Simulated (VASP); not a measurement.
Here is a VASP 6.6.1 calculation.

File INCAR:

```
ALGO     = Normal         # electronic algorithm
EDIFF    = 1E-7           # SCF threshold, eV
EDIFFG   = -0.002         # ionic threshold
ENCUT    = 600            # plane-wave cutoff, eV
GGA      = CA             # functional
IBRION   = 2              # ionic algorithm
ISIF     = 3              # what is computed and relaxed
ISMEAR   = -1             # smearing method
LASPH    = T              # aspherical terms in the spheres
LCHARG   = F              # write CHGCAR
LREAL    = F              # projectors in reciprocal space
LWAVE    = F              # write WAVECAR
NELM     = 100            # most SCF steps
NSW      = 100            # ionic steps
PREC     = Accurate       # precision mode
SIGMA    = 0.1            # smearing width, eV
```

The input KPOINTS:

```
k-points
0
Gamma
  12 12 12
```

Contents of POSCAR:

```
CaO
1.0
    2.4065000000      2.4065000000      0.0000000000
   -2.4065000000      2.4065000000      0.0000000000
    0.0000000000      2.4065000000      2.4065000000
Ca O
1 1
Direct
    0.0000000000      0.0000000000      0.0000000000
    0.5000000000      0.5000000000      0.0000000000
```

Potentials or basis: VASP PAW LDA potentials, release 64 (Ca_sv, O).

The run is started by

```console
$ cat potpaw_LDA.64/Ca_sv/POTCAR potpaw_LDA.64/O/POTCAR > POTCAR
$ mpirun -np 1 vasp_std > vasp.out
```

(1) Estimate the relaxed volume.

(2) Estimate the space group after relaxing (to 0.05 Å).

(3) Predict the band gap on the k mesh.

Answers

(1) 13.12 Å³/atom.

(2) Fm-3m (No. 225).

(3) 3.43 eV, indirect (least direct gap 3.79 eV).
